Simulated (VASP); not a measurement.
The system is MoS2.

```
Mo S
1.0
     3.16900    0.00000    0.00000
    -1.58450    2.74443    0.00000
     0.00000    0.00000   12.32400
Mo S
2 4
Direct
  0.33333 0.66667 0.25000
  0.66667 0.33333 0.75000
  0.33333 0.66667 0.62300
  0.66667 0.33333 0.12300
  0.33333 0.66667 0.87700
  0.66667 0.33333 0.37700
```

| Quantity | Value |
| --- | --- |
| Program | VASP 6.6.1 |
| Task | relaxation of the atoms |
| Functional | LDA |
| Potentials or basis | VASP PAW LDA potentials, release 64 (Mo_sv, S) |
| Cutoff | 520 eV |
| k mesh | 10 × 10 × 3 |
| Occupations | gaussian, width 0.01 eV |
| Spin | no spin polarisation |

At the start: pressure -5.6 GPa; volume 17.86 Å³/atom.

**Question.** How do energy, volume and symmetry change on relaxing?

**Answer.** Over 3 steps the energy falls by 3.8 meV/atom; space group P6_3/mmc (No. 194, to 0.1 Å) before and after.

The path:
| step | energy change (eV) | largest force (eV/Å) | pressure (GPa) |
| --- | --- | --- | --- |
| 1 | 0.0000 | 0.4643 | -5.56 |
| 2 | -0.0228 | 0.0419 | -3.40 |
| 3 | -0.0230 | 0.0011 | -3.19 |

Final structure:
```yaml
crystal:
  lattice:
    - [3.16900, 0.00000, 0.00000]
    - [-1.58450, 2.74443, 0.00000]
    - [0.00000, 0.00000, 12.32400]
  atoms:
    - { symbol: Mo, position: [0.33333, 0.66667, 0.25000] }
    - { symbol: Mo, position: [0.66667, 0.33333, 0.75000] }
    - { symbol: S, position: [0.33333, 0.66667, 0.62499] }
    - { symbol: S, position: [0.66667, 0.33333, 0.12499] }
    - { symbol: S, position: [0.33333, 0.66667, 0.87501] }
    - { symbol: S, position: [0.66667, 0.33333, 0.37501] }
```
